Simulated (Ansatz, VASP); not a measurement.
## Ca in VASP and in Ansatz

```xyz
1
Lattice="0.0000 2.7068 2.9775 2.7068 0.0000 2.9775 2.7068 2.7068 0.0000" Properties=species:S:1:pos:R:3 pbc="T T T"
Ca    0.0000    0.0000    0.0000
```

Alike in both runs: task single point; functional PBE; k mesh 16 × 16 × 16; occupations gaussian, width 0.15 eV; no spin polarisation.

|  | VASP | Ansatz |
| --- | --- | --- |
| version | VASP 6.6.1 | Ansatz 0.2.0 |
| potentials or method | VASP PAW PBE potentials, release 64 (Ca_sv), cutoff 520 eV | scalar-relativistic, plane waves, PAW |
| valence electrons in the cell | 10 | 10 |

```tsv
	VASP	Ansatz	Ansatz less VASP
gap on the k mesh at the Fermi level (eV)	none	none	-
pressure (GPa)	-0.6	-0.6	0.00
traceless stress, the component that is largest in VASP (GPa)	-0.72	-0.72	0.000
```

A gap of «none» marks a metal or a gap that the smearing closes. The functional is the same, so the differences come from potentials, cutoffs and numerics.
